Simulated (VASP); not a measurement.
HfAl3O4, 8 atoms in the cell. Symmetry: P-43m, No. 215, cubic system. Conventional cell: a = 5.982 Å, b = 5.982 Å, c = 5.982 Å, α = 90.00°, β = 90.00°, γ = 90.00°. Hf (site symmetry -43m) has 4 O at 1.96 Å within 2.6 Å. Within 3.2 Å of Al (site symmetry -42m) lie 4 O at 2.45 Å and 2 Hf at 2.99 Å. Within 2.6 Å of O (site symmetry 3m) lie 1 Hf at 1.96 Å and 3 Al at 2.45 Å. 

* Program: VASP 6.6.1
* Task: single point
* Functional: PBE
* Potentials or basis: VASP PAW PBE potentials, release 64 (Hf_pv, Al, O)
* Cutoff: 520 eV
* k mesh: 4 × 4 × 4
* Occupations: gaussian, width 0.1 eV
* Spin: no spin polarisation
* Dipole correction: no
* Further INCAR settings: ALGO = Normal; EDIFF = 1e-06; NBANDS = 32

Potentials or basis: VASP PAW PBE potentials, release 64 (Hf_pv, Al, O).

Launch:

```sh
$ cat potpaw_PBE.64/Hf_pv/POTCAR potpaw_PBE.64/Al/POTCAR potpaw_PBE.64/O/POTCAR > POTCAR
$ mpirun -np 1 vasp_std > vasp.out
```

Hardware: 1 thread of Intel(R) Xeon(R) 6975P-C (Granite Rapids) (shared host).

Estimate the wall time of this run.

Run time: 37 s on 1 thread of Intel(R) Xeon(R) 6975P-C (Granite Rapids), on a shared host, peak memory 0.34 GiB. Counts: scf iterations 15, k points 10.
